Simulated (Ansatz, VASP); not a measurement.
**Au: VASP beside Ansatz**

POSCAR

```
Au
1.0
    0.0000000000      1.9934577312      1.9934577312
    1.9934577312      0.0000000000      1.9934577312
    1.9934577312      1.9934577312      0.0000000000
Au
1
Direct
    0.0000000000      0.0000000000      0.0000000000
```

Contents of INCAR.step1:

```
SYSTEM = Au
ALGO     = Normal         ! electronic algorithm
EDIFF    = 1E-5           ! SCF threshold, eV
ENCUT    = 520            ! plane-wave cutoff, eV
GGA      = PE             ! functional
ISIF     = 2              ! what is computed and relaxed
ISMEAR   = -1             ! smearing method
LASPH    = .TRUE.         ! aspherical terms in the spheres
LCHARG   = .FALSE.        ! write CHGCAR
LREAL    = .FALSE.        ! projectors in reciprocal space
LWAVE    = .TRUE.         ! write WAVECAR
NBANDS   = 12             ! bands
NELM     = 100            ! most SCF steps
PREC     = Accurate       ! precision mode
SIGMA    = 0.05           ! smearing width, eV
```

File INCAR.step2:

```
SYSTEM = Au
AEXX     = 0.25           ! exact-exchange fraction
ALGO     = Normal         ! electronic algorithm
EDIFF    = 1E-6           ! SCF threshold, eV
ENCUT    = 520            ! plane-wave cutoff, eV
GGA      = PE             ! functional
HFSCREEN = 0.3            ! screening, 1/A
ISIF     = 2              ! what is computed and relaxed
ISMEAR   = -1             ! smearing method
ISTART   = 1            
LASPH    = .TRUE.         ! aspherical terms in the spheres
LCHARG   = .FALSE.        ! write CHGCAR
LHFCALC  = .TRUE.         ! exact exchange
LREAL    = .FALSE.        ! projectors in reciprocal space
LWAVE    = .FALSE.        ! write WAVECAR
NBANDS   = 12             ! bands
NELM     = 100            ! most SCF steps
PREC     = Accurate       ! precision mode
PRECFOCK = Normal       
SIGMA    = 0.05           ! smearing width, eV
```

File KPOINTS:

```
k-points
0
G
  6 6 6
  0 0 0
```

Contents of input.yaml:

```yaml
crystal:
  lattice:
    - [0.0, 1.9934577312, 1.9934577312]
    - [1.9934577312, 0.0, 1.9934577312]
    - [1.9934577312, 1.9934577312, 0.0]
  atoms:
    - { symbol: Au, position: [0.0, 0.0, 0.0] }
hamiltonian:
  xc: { exchange: pbe, correlation: pbe, exx: { coeff: 0.25, omega: 0.3 } }
  pseudopotentials: { kind: paw }
kpoints:
  mp_grid: { grid: [6, 6, 6] }
scf:
  occupations: { method: fermi_dirac, width: 0.05 }
output:
  forces: true
  stress: true
  eigenvalues: true
```

Alike in both runs: task single point; functional PBE-based screened hybrid; k mesh 6 × 6 × 6; occupations fermi-dirac, width 0.05 eV; no spin polarisation.

```csv
,VASP,Ansatz
version,VASP 6.6.1,Ansatz 0.2.0
potentials or method,"VASP PAW PBE potentials, release 64 (Au)",Ansatz PAW
plane-wave cutoff (eV),520,420
valence electrons in the cell,11,19
```

|  | VASP | Ansatz | Ansatz less VASP |
| --- | --- | --- | --- |
| gap on the k mesh at the Fermi level (eV) | none | none | - |
| pressure (GPa) | 23.0 | 23.0 | -0.02 |

VASP's potentials were made for PBE, not for PBE-based screened hybrid. A gap of «none» marks a metal or a gap that the smearing closes. With one functional, cell and mesh, what is left measures potentials, basis and numerics. VASP's potentials hold 11 valence electrons a cell and Ansatz's 19, so a difference there can come from the potentials and not from the codes.

The k mesh is coarse, so the values compare programs but aren't converged. Neither program's run includes spin-orbit coupling.
